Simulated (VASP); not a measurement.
Set up this calculation in VASP 6.6.1, as the native input.

```yaml
Task: single point
Functional: r2SCAN
Potentials_or_basis: VASP PAW PBE potentials, release 64 (Sn_d, Se)
Cutoff: 520 eV
k_mesh: 2 × 4 × 4
Occupations: gaussian, width 0.1 eV
Spin: no spin polarisation
Dipole_correction: no
Further_INCAR_settings: ALGO = Normal; EDIFF = 1e-06; NBANDS = 50
```

SnSe:

```xyz
8
Lattice="11.5700 0.0000 0.0000 0.0000 4.1900 0.0000 0.0000 0.0000 4.4600" Properties=species:S:1:pos:R:3 pbc="T T T"
Sn    1.3653    1.0475    0.4594
Sn   10.2047    3.1425    4.0006
Sn    4.4197    3.1425    2.6894
Sn    7.1503    1.0475    1.7706
Se    9.8924    1.0475    2.1363
Se    1.6776    3.1425    2.3237
Se    7.4627    3.1425    4.3663
Se    4.1074    1.0475    0.0937
```

One way to write it, as run:

POSCAR

```
SnSe
1.0
   11.5700000000      0.0000000000      0.0000000000
    0.0000000000      4.1900000000      0.0000000000
    0.0000000000      0.0000000000      4.4600000000
Sn Se
4 4
Direct
    0.1180000000      0.2500000000      0.1030000000
    0.8820000000      0.7500000000      0.8970000000
    0.3820000000      0.7500000000      0.6030000000
    0.6180000000      0.2500000000      0.3970000000
    0.8550000000      0.2500000000      0.4790000000
    0.1450000000      0.7500000000      0.5210000000
    0.6450000000      0.7500000000      0.9790000000
    0.3550000000      0.2500000000      0.0210000000
```

INCAR.step1

```
SYSTEM = SnSe
  PREC = Accurate
  ENCUT = 520
  ISMEAR = 0
  SIGMA = 0.1
  LREAL = .False.
  LASPH = .True.
  NELM = 80
  NBANDS = 50
  GGA = PE
  ALGO = Normal
  EDIFF = 1E-4
  LWAVE = .True.
  LCHARG = .False.
```

INCAR.step2

```
SYSTEM = SnSe
  PREC = Accurate
  ENCUT = 520
  EDIFF = 1E-6
  ISMEAR = 0
  SIGMA = 0.1
  LREAL = .False.
  LASPH = .True.
  NELM = 80
  ALGO = Normal
  ISIF = 2
  LWAVE = .False.
  LCHARG = .True.
  METAGGA = R2SCAN
  LMIXTAU = .True.
  LELF = .True.
  LVHAR = .True.
  NBANDS = 50
  ISTART = 1
```

KPOINTS

```
Automatic mesh
0
Gamma
  2 4 4
  0 0 0
```

Potentials or basis: VASP PAW PBE potentials, release 64 (Sn_d, Se).

The run is started by

```console
$ cat potpaw_PBE.64/Sn_d/POTCAR potpaw_PBE.64/Se/POTCAR > POTCAR
$ cp INCAR.step1 INCAR
$ mpirun -np 1 vasp_std > vasp.out
$ cp INCAR.step2 INCAR
$ mpirun -np 1 vasp_std > vasp.out
```

Results of the run:

The pressure is 0.2 GPa, the largest force is 0.248 eV/Å and the band gap on the k mesh is 1.06 eV (least direct gap 1.41 eV).

Caveat: the PAW data sets were made with another functional, which shifts forces and pressure a little; spin-orbit coupling is left out, which moves the levels of the heavy elements.

Run time: 14 min on 1 thread of AMD EPYC 7R43 64-Core Processor (Zen 3) (shared host), peak memory 0.39 GiB.
